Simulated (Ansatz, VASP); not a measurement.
One calculation of AgCl, two programs

Contents of INCAR:

```
SYSTEM = AgCl
PREC = Accurate ; ENCUT = 520
EDIFF = 1E-7 ; ISMEAR = 0
SIGMA = 0.02 ; LREAL = .FALSE.
LASPH = .TRUE. ; NELM = 100
ALGO = Normal ; ISIF = 2
LWAVE = .FALSE. ; LCHARG = .TRUE.
GGA = PE ; LELF = .TRUE.
LVHAR = .TRUE. ; NBANDS = 26
```

The input KPOINTS:

```
regular mesh
0
G
  8 8 6
  0 0 0
```

The input POSCAR:

```
AgCl
1.0
    3.9160015452      0.0000000000      0.0019241707
    0.0000000000      4.0676561786      0.0000000000
   -0.5449033524      0.0000000000      5.6185184901
Ag Cl
2 2
Direct
    0.1872360745      0.2500000000      0.2242489221
    0.8127639255      0.7500000000      0.7757510779
    0.7341779873      0.7500000000      0.2968266689
    0.2658220127      0.2500000000      0.7031733311
```

Input for Ansatz:

```yaml
crystal:
  lattice:
    - [3.9160015452, 0.0, 0.0019241707]
    - [0.0, 4.0676561786, 0.0]
    - [-0.5449033524, 0.0, 5.6185184901]
  atoms:
    - { symbol: Ag, position: [0.1872360745, 0.25, 0.2242489221] }
    - { symbol: Ag, position: [0.8127639255, 0.75, 0.7757510779] }
    - { symbol: Cl, position: [0.7341779873, 0.75, 0.2968266689] }
    - { symbol: Cl, position: [0.2658220127, 0.25, 0.7031733311] }
basis:
  ecutwfc: 420
kpoints:
  mp_grid: { grid: [8, 8, 6] }
hamiltonian:
  xc: pbe
scf:
  occupations: { method: gaussian, width: 0.02 }
  n_extra_bands: 16
output:
  forces: true
  eigenvalues: true
  stress: true
```

Alike in both runs: task single point; functional PBE; k mesh 8 × 8 × 6; occupations gaussian, width 0.02 eV; no spin polarisation.

|  | VASP | Ansatz |
| --- | --- | --- |
| version | VASP 6.6.1 | Ansatz 0.2.0 |
| potentials or method | VASP PAW PBE potentials, release 64 (Ag, Cl), cutoff 520 eV | scalar-relativistic, plane waves, PAW |
| valence electrons in the cell | 36 | 52 |

Ansatz gave:

```
gap on the k mesh at the Fermi level (eV)                     : 0.78
pressure (GPa)                                                : -0.6
traceless stress, the component that is largest in VASP (GPa) : 0.44
rms of the force components (eV/Å)                            : 0.303
```

Q: Which values does VASP return?

A: gap on the k mesh at the Fermi level (eV): 0.78; pressure (GPa): -0.7; traceless stress, the component that is largest in VASP (GPa): 0.45; rms of the force components (eV/Å): 0.303.

Atom by atom the forces differ by 0.002 eV/Å (rms over components). VASP's potentials hold 36 valence electrons a cell and Ansatz's 52, so a difference there can come from the potentials and not from the codes.
